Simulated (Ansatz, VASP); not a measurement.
Al2Pt in VASP and in Ansatz

```
Al Pt
1.0
     0.00000    2.97353    2.97353
     2.97353    0.00000    2.97353
     2.97353    2.97353    0.00000
Al Pt
2 1
Direct
  0.25000 0.25000 0.25000
  0.75000 0.75000 0.75000
  0.00000 0.00000 0.00000
```

Alike in both runs: task single point; functional PBE; k mesh 11 × 11 × 11; occupations fermi-dirac, width 0.05 eV; collinear spin.

|  | VASP | Ansatz |
| --- | --- | --- |
| version | VASP 6.6.1 | Ansatz 0.2.0 |
| potentials or method | VASP PAW PBE potentials, release 64 (Al, Pt), cutoff 520 eV | all-electron LAPW, scalar-relativistic |

```csv
,VASP,Ansatz,Ansatz less VASP
gap on the k mesh at the Fermi level (eV),none,none,-
pressure (GPa),-0.2,0.0,+0.16
net moment per atom (μB),0.00,0.00,0.000
```

A gap of «none» marks a metal or a gap that the smearing closes. Ansatz ran all-electron here, and VASP with PAW potentials. Ansatz's warnings: no starting moments, stability check not made.

Spin-orbit coupling is off throughout.
